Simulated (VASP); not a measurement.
# Si2C (P3_112) in VASP: notebook

Si2C is run at these levels: PBE; tasks: relaxation of cell and atoms.

All numbers are computed with VASP 6.6.1; they aren't measurements. Logs are shortened: lines on timing, memory, paths and dates and some standing lists are left out, and cuts for length are marked.

### Step 1. The cell of the first run

Symmetry: P3_112, No. 151, trigonal system. Conventional cell: a = 6.214 Å, b = 6.214 Å, c = 3.839 Å, α = 90.00°, β = 90.00°, γ = 120.00°. Si (site symmetry 1) has 2 C at 2.08 to 2.62 Å and 4 Si at 2.31 to 2.64 Å within 2.8 Å. C (site symmetry 2) has 2 C at 1.47 Å and 2 Si at 2.08 Å within 2.1 Å.

The cell was generated, and may not be a known phase.

### Step 2. Relaxation of cell and atoms, PBE

The input, INCAR:

```
ALGO     = Normal         # electronic algorithm
EDIFF    = 1E-6           # SCF threshold, eV
EDIFFG   = -0.01          # ionic threshold
ENCUT    = 600            # plane-wave cutoff, eV
GGA      = PE             # functional
IBRION   = 2              # ionic algorithm
ISIF     = 3              # what is computed and relaxed
ISMEAR   = 0              # smearing method
LASPH    = T              # aspherical terms in the spheres
LCHARG   = F              # write CHGCAR
LREAL    = F              # projectors in reciprocal space
LWAVE    = F              # write WAVECAR
NELM     = 100            # most SCF steps
NSW      = 100            # ionic steps
PREC     = Accurate       # precision mode
SIGMA    = 0.1            # smearing width, eV
```

The input, KPOINTS:

```
k-points
0
Gamma
  6 6 10
```

The input, POSCAR:

```
Si2C
1.0
    6.2138100932      0.0000000000      0.0000000000
   -3.1069050466      5.3813173950      0.0000000000
    0.0000000000      0.0000000000      3.8390722980
Si C
6 3
Direct
    0.2706925346      0.3141151900      0.4046161866
    0.6858848100      0.9565773446      0.7379495200
    0.0434226554      0.7293074654      0.0712828533
    0.6858848100      0.7293074654      0.2620504800
    0.0434226554      0.3141151900      0.9287171467
    0.2706925346      0.9565773446      0.5953838134
    0.6275504765      0.3724495235      0.3333333333
    0.6275504765      0.2551009530      0.6666666667
    0.7448990470      0.3724495235      0.0000000000
```

Potentials or basis: VASP PAW PBE potentials, release 64 (Si, C).

Command:

```sh
$ cat potpaw_PBE.64/Si/POTCAR potpaw_PBE.64/C/POTCAR > POTCAR
$ mpirun -np 1 vasp_std > vasp.out
```

OUTCAR:

```text
EDIFF = 1E-6
   EDIFFG = -0.01
   ENCUT = 600
   GGA = PE
   IBRION = 2
   ISIF = 3
   ISMEAR = 0
   LASPH = T
   LREAL = F
   NELM = 100
   NSW = 100
   PREC = Accurate

 ion  position               nearest neighbor table
   1  0.271  0.314  0.405-   7 2.08   5 2.31   6 2.34   5 2.46   4 2.64
   2  0.686  0.957  0.738-   8 2.08   4 2.31   5 2.34   4 2.46   6 2.64
   3  0.043  0.729  0.071-   9 2.08   6 2.31   4 2.34   6 2.46   5 2.64
   4  0.686  0.729  0.262-   7 2.08   2 2.31   3 2.34   2 2.46   1 2.64
   5  0.043  0.314  0.929-   9 2.08   1 2.31   2 2.34   1 2.46   3 2.64
   6  0.271  0.957  0.595-   8 2.08   3 2.31   1 2.34   3 2.46   2 2.64
   7  0.628  0.372  0.333-   9 1.47   8 1.47   4 2.08   1 2.08
   8  0.628  0.255  0.667-   9 1.47   7 1.47   6 2.08   2 2.08
   9  0.745  0.372  0.000-   8 1.47   7 1.47   3 2.08   5 2.08

  LATTYP: Found a hexagonal cell.
 ALAT       =     6.2138100932
 C/A-ratio  =     0.6178290357

  Lattice vectors:

 A1 = (   6.2138100932,   0.0000000000,   0.0000000000)
 A2 = (  -3.1069050466,   5.3813173950,   0.0000000000)
 A3 = (   0.0000000000,   0.0000000000,   3.8390722980)

Analysis of symmetry for initial positions (statically):
=====================================================================
 Subroutine PRICEL returns:
 Original cell was already a primitive cell.

 Routine SETGRP: Setting up the symmetry group for a
 hexagonal supercell.

 Subroutine GETGRP returns: Found  6 space group operations
 (whereof  2 operations were pure point group operations)
 out of a pool of 24 trial point group operations.

The static configuration has the point symmetry C_2 .
 The point group associated with its full space group is D_3 .

Analysis of symmetry for dynamics (positions and initial velocities):
=====================================================================
 Subroutine PRICEL returns:
 Original cell was already a primitive cell.

 Routine SETGRP: Setting up the symmetry group for a
 hexagonal supercell.

 Subroutine GETGRP returns: Found  6 space group operations
 (whereof  2 operations were pure point group operations)
 out of a pool of 24 trial point group operations.

The dynamic configuration has the point symmetry C_2 .
 The point group associated with its full space group is D_3 .

 Subroutine INISYM returns: Found  6 space group operations
 (whereof  2 operations are pure point group operations),
 and found     1 'primitive' translations

----------------------------------------------------------------------------------------

                                     Primitive cell

  volume of cell :     128.3728

  direct lattice vectors                    reciprocal lattice vectors
     6.213810093  0.000000000  0.000000000     0.160931857  0.092914051  0.000000000
    -3.106905047  5.381317395  0.000000000     0.000000000  0.185828102  0.000000000
     0.000000000  0.000000000  3.839072298     0.000000000  0.000000000  0.260479596

  length of vectors
     6.213810093  6.213810093  3.839072298     0.185828102  0.185828102  0.260479596

  position of ions in fractional coordinates (direct lattice)
     0.270692535  0.314115190  0.404616187
     0.685884810  0.956577345  0.737949520
     0.043422655  0.729307465  0.071282853
     0.685884810  0.729307465  0.262050480
     0.043422655  0.314115190  0.928717147
     0.270692535  0.956577345  0.595383813
     0.627550476  0.372449524  0.333333333
     0.627550476  0.255100953  0.666666667
     0.744899047  0.372449524  0.000000000

  ion indices of the primitive-cell ions
   primitive index   ion index
                 1           1
                 2           2
                 3           3
                 4           4
                 5           5
                 6           6
                 7           7
                 8           8
                 9           9

----------------------------------------------------------------------------------------

 KPOINTS: k-points

Automatic generation of k-mesh.
 Grid dimensions read from file:
 generate k-points for:    6    6   10

 Generating k-lattice:

  Cartesian coordinates                     Fractional coordinates (reciprocal lattice)
     0.026821976  0.015485675  0.000000000     0.166666667  0.000000000  0.000000000
     0.000000000  0.030971350  0.000000000     0.000000000  0.166666667  0.000000000
     0.000000000  0.000000000  0.026047960     0.000000000  0.000000000  0.100000000

  Length of vectors
     0.030971350  0.030971350  0.026047960

  Shift w.r.t. Gamma in fractional coordinates (k-lattice)
     0.000000000  0.000000000  0.000000000

 Subroutine IBZKPT returns following result:
 ===========================================

 Found     54 irreducible k-points:

 Following reciprocal coordinates:
            Coordinates               Weight
  0.000000  0.000000  0.000000      1.000000
  0.166667  0.000000  0.000000      6.000000
  0.333333  0.000000  0.000000      6.000000
  0.500000  0.000000  0.000000      3.000000
  0.166667  0.166667  0.000000      6.000000
  0.333333  0.166667  0.000000     12.000000
[... 16 lines left out ...]
 -0.166667  0.333333  0.200000      6.000000
  0.333333  0.166667  0.200000     12.000000
 [... further k-points ...]
   k-points           NKPTS =     54   k-points in BZ     NKDIM =     54   number of bands    NBANDS=     23
   number of dos      NEDOS =    301   number of ions     NIONS =      9
   total plane-waves  NPLWV =  80000
   dimension x,y,z NGX =    50 NGY =   50 NGZ =   32
   dimension x,y,z NGXF=   100 NGYF=  100 NGZF=   64
   ions per type =               6   3
   NGX,Y,Z   is equivalent  to a cutoff of  13.38, 13.38, 13.86 a.u.
   NGXF,Y,Z  is equivalent  to a cutoff of  26.75, 26.75, 27.71 a.u.
 SYSTEM =  unknown system
   PREC   = accura    normal or accurate (medium, high low for compatibility)
   ISTART =      0    job   : 0-new  1-cont  2-samecut
   ICHARG =      2    charge: 1-file 2-atom 10-const
   ISPIN  =      1    spin polarized calculation?
   LNONCOLLINEAR =      F non collinear calculations
   LSORBIT =      F    spin-orbit coupling
   LASPH  =      T    aspherical Exc in radial PAW
   ENCUT  =  600.0 eV  44.10 Ry    6.64 a.u.  12.41 12.41  7.67*2*pi/ulx,y,z
   NELM   =    100;   NELMIN=  2; NELMDL= -5     # of ELM steps
   EDIFF  = 0.1E-05   stopping-criterion for ELM
   LREAL  =      F    real-space projection
   EDIFFG = -.1E-01   stopping-criterion for IOM
   NSW    =    100    number of steps for IOM
   IBRION =      2    ionic relax: 0-MD 1-quasi-New 2-CG
   NFREE  =      1    steps in history (QN), initial steepest desc. (CG)
   ISIF   =      3    stress and relaxation
   ISYM   =      2    0-nonsym 1-usesym 2-fastsym
   POTIM  = 0.5000    time-step for ionic-motion
   TEBEG  =    0.0;   TEEND  =   0.0 temperature during run
   PSTRESS=    0.0 pullay stress
   NELECT =      36.0000    total number of electrons
   NUPDOWN=      -1.0000    fix difference up-down
   EMIN   =  10.00;   EMAX   =-10.00  energy-range for DOS
   EFERMI =   0.00;   METHOD = LEGACY
   ISMEAR =     0;   SIGMA  =   0.10  broadening in eV -4-tet -1-fermi 0-gaus
   EFERMI_NEDOS =   21; number of points for ismear=-14 and -15
   IALGO  =     38    algorithm
   IMIX   =      4    mixing-type and parameters
     AMIX     =   0.40;   BMIX     =  1.00
     AMIX_MAG =   1.60;   BMIX_MAG =  1.00
  volume/ion in A,a.u.               =      14.26        96.26
  Fermi-wavevector in a.u.,A,eV,Ry     =   1.071564  2.024962 15.622876  1.148249
  Thomas-Fermi vector in A             =   2.207308
   LORBIT       =      0    0 simple, 1 ext, 2 COOP (PROOUT), +10 PAW based schemes
   GGA     = PE    functional components
   LHFCALC =     F    Hartree Fock is set to
   AEXX    =    0.0000 exact exchange contribution
   IVDW    =     0    specifies the selected vdW correction
   LEPSILON=     F    determine dielectric tensor
   LRPA    =     F    only Hartree local field effects (RPA)
 conjugate gradient relaxation of ions
 non-spin polarized calculation
 Gauss-broadening in eV      SIGMA  =   0.10
  energy-cutoff  :      600.00
  volume of cell :      128.37
 maximum number of plane-waves:      4323
 NGX is ok and might be reduce to    50
   NGX = 25   NGY = 25   NGZ = 15

--------------------------------------- Ionic step        1  -------------------------------------------

 number of electron      36.0000000 magnetization

 Free energy of the ion-electron system (eV)
  ---------------------------------------------------
  ext. energy  EPLUGINS =         0.00000000
  ---------------------------------------------------
  free energy    TOTEN  =       -53.09383732 eV

  energy without entropy =      -53.07873418  energy(sigma->0) =      -53.08628575

------------------------ aborting loop because EDIFF is reached ----------------------------------------

  FORCE on cell =-STRESS in cart. coord.  units (eV):
  Direction    XX          YY          ZZ          XY          YZ          ZX
  --------------------------------------------------------------------------------------
  -------------------------------------------------------------------------------------
  Total        0.1346708      0.1346708      0.3097611      0.0000000      0.0000000      0.0000000
  in kB        1.6807807      1.6807807      3.8660243      0.0000000      0.0000000      0.0000000
  external PRESSURE =       2.4091953 kB  Pullay stress =       0.0000000 kB
[... 200 lines left out ...]
  energy  without entropy=      -53.0804377254  energy(sigma->0) =      -53.08804232

--------------------------------------- Ionic step        6  -------------------------------------------

 number of electron      36.0000000 magnetization

 Free energy of the ion-electron system (eV)
  ---------------------------------------------------
  ext. energy  EPLUGINS =         0.00000000
  ---------------------------------------------------
  free energy    TOTEN  =       -53.09572347 eV

  energy without entropy =      -53.08049832  energy(sigma->0) =      -53.08811090

 E-fermi :   7.2386     XC(G=0): -10.3481

 val. band max:        7.2276161509   @ k =  -0.1667   0.3333   0.4000
 cond. band min:       7.2393362901   @ k =   0.3333   0.1667   0.4000
 fundamental gap:      0.0117201392
 Fermi energy:         7.2386169010

 k-point     1 :       0.0000    0.0000    0.0000
  band No.  band energies     occupation
      1      -9.9691      2.00000
      2      -4.7238      2.00000
      3      -4.7238      2.00000
      4      -4.2122      2.00000
      5      -1.9494      2.00000
      6      -1.9494      2.00000
[... 613 lines left out ...]
     22      10.1989      0.00000
     23      10.3613      0.00000

 [... further k-points ...]
[... 5 lines left out ...]
  --------------------------------------------------------------------------------------
  -------------------------------------------------------------------------------------
  Total        0.0117807      0.0117807     -0.0005920      0.0000000      0.0000000     -0.0000000
  in kB        0.1469288      0.1469288     -0.0073830      0.0000000      0.0000000     -0.0000000
  external PRESSURE =       0.0954915 kB  Pullay stress =       0.0000000 kB
[... 24 lines left out ...]
  FREE ENERGIE OF THE ION-ELECTRON SYSTEM (eV)
  ---------------------------------------------------
  free  energy   TOTEN  =       -53.0957234683 eV

  energy  without entropy=      -53.0804983232  energy(sigma->0) =      -53.08811090

 reached required accuracy - stopping structural energy minimisation
```

Run time: 5 min. Hardware: 1 thread of AMD EPYC 9R45 (Zen 5), shared host; peak memory 0.34 GiB.

What came out:

* Free energy: -53.0957 eV
* Relaxed volume: 14.27 Å³/atom
* Relaxed cell: a = 6.213 Å, b = 6.213 Å, c = 3.843 Å, α = 90.00°, β = 90.00°, γ = 120.00°
* Space group after relaxing (to 0.1 Å): P3_112 (No. 151)
* Energy gained by relaxing: 0.2 meV/atom
* Ionic steps: 6
* Pressure after relaxing: 0.0 GPa
* Largest force after relaxing: 0.010 eV/Å
* Band gap on the k mesh: zero (bands 18 and 19 overlap by 0.74 eV)

Forces in eV/Å, atoms in the order of the input:
```
Si  -0.008  0.003  0.004
Si   0.001 -0.008  0.004
Si   0.007  0.005  0.004
Si  -0.007  0.005 -0.004
Si   0.008  0.003 -0.004
Si  -0.001 -0.008 -0.004
C    0.008 -0.005  0.000
C    0.000  0.010  0.000
C   -0.008 -0.005  0.000
```

Step by step:
```tsv
step	energy change (eV)	largest force (eV/Å)	pressure (GPa)	volume (Å³)
1	0.0000	0.0777	0.24	128.37
2	-0.0012	0.0326	-0.25	128.77
3	-0.0012	0.0342	-0.23	128.75
4	-0.0018	0.0160	-0.04	128.52
5	-0.0018	0.0172	0.02	128.45
6	-0.0019	0.0097	0.01	128.46
```

Final structure:
```
Si C
1.0
     6.21270    0.00000    0.00000
    -3.10635    5.38036    0.00000
     0.00000    0.00000    3.84310
Si C
6 3
Direct
  0.27167 0.31550 0.40443
  0.68450 0.95617 0.73777
  0.04383 0.72833 0.07110
  0.68450 0.72833 0.26223
  0.04383 0.31550 0.92890
  0.27167 0.95617 0.59557
  0.62755 0.37245 0.33333
  0.62755 0.25509 0.66667
  0.74491 0.37245 0.00000
```

Caveat: semilocal functionals underestimate gaps, and a narrow one can read as zero.

### Step 3. Relaxation of cell and atoms, PBE

Edit INCAR of step 2 so:

```diff
@@ -1,2 +1,2 @@
-ALGO     = Normal         # electronic algorithm
+ALGO     = Fast           # electronic algorithm
 EDIFF    = 1E-6           # SCF threshold, eV
```

KPOINTS is that of step 2.

POSCAR is that of step 2.

Potentials or basis: VASP PAW PBE potentials, release 64 (Si, C).

Command:

```sh
$ cat potpaw_PBE.64/Si/POTCAR potpaw_PBE.64/C/POTCAR > POTCAR
$ mpirun -np 1 vasp_std > vasp.out
```

Wall time 9.7 min (1 thread of Oxide Virtual Turin-like, shared host); peak memory 0.33 GiB.

Results (log left out):

* Free energy: -53.0958 eV
* Relaxed volume: 14.28 Å³/atom
* Relaxed cell: a = 6.213 Å, b = 6.213 Å, c = 3.843 Å, α = 90.00°, β = 90.00°, γ = 120.00°
* Space group after relaxing (to 0.1 Å): P3_112 (No. 151)
* Energy gained by relaxing: 0.2 meV/atom
* Ionic steps: 8
* Pressure after relaxing: 0.0 GPa
* Largest force after relaxing: 0.003 eV/Å
* Band gap on the k mesh: zero (bands 18 and 19 overlap by 0.75 eV)

Forces in eV/Å, atoms in the order of the input:
```
Si   0.001 -0.001  0.000
Si   0.000  0.001  0.000
Si  -0.001  0.000  0.000
Si   0.001  0.000  0.000
Si  -0.001 -0.001  0.000
Si   0.000  0.001  0.000
C    0.003 -0.002  0.000
C    0.000  0.003  0.000
C   -0.003 -0.002  0.000
```

The path:
```tsv
step	energy change (eV)	largest force (eV/Å)	pressure (GPa)	volume (Å³)
1	0.0000	0.0776	0.24	128.37
2	-0.0012	0.0327	-0.25	128.77
3	-0.0012	0.0338	-0.23	128.75
4	-0.0018	0.0161	-0.03	128.52
5	-0.0018	0.0170	0.02	128.45
6	-0.0019	0.0103	0.01	128.46
7	-0.0019	0.0127	0.00	128.47
8	-0.0019	0.0031	0.00	128.48
```

Final structure:
```
Si C
1.0
     6.21323    0.00000    0.00000
    -3.10661    5.38081    0.00000
     0.00000    0.00000    3.84298
Si C
6 3
Cartesian
  0.7071 1.6986 1.5551
  1.2820 5.1439 2.8361
  -1.9891 3.9191 0.2741
  1.9891 3.9191 1.0069
  -0.7071 1.6986 3.5689
  -1.2820 5.1439 2.2879
  2.7433 2.0034 1.2810
  3.1066 1.3740 2.5620
  3.4700 2.0034 0.0000
```

Levels at points of the mesh, in eV from the Fermi level:
```csv
k point,band 14,band 15,band 16,band 17,band 18,band 19,band 20,band 21,band 22,band 23
"(0.00, 0.00, 0.00)",-2.74,-1.16,-1.16,-1.13,-0.85,0.98,1.73,1.73,1.93,1.93
"(0.50, 0.00, 0.00)",-2.49,-1.43,-1.19,-1.03,0.12,0.42,1.07,1.44,1.90,2.41
"(0.00, 0.00, 0.50)",-3.23,-3.23,-0.03,-0.03,0.20,0.76,0.76,0.97,3.18,3.18
"(0.50, 0.00, 0.50)",-3.35,-3.23,-1.61,-1.25,-0.39,0.15,0.90,1.69,1.70,2.73
```

Caveat: semilocal functionals underestimate gaps, and a narrow one can read as zero.

The gap in the log of VASP goes by the Fermi energy; the results here count the filled bands.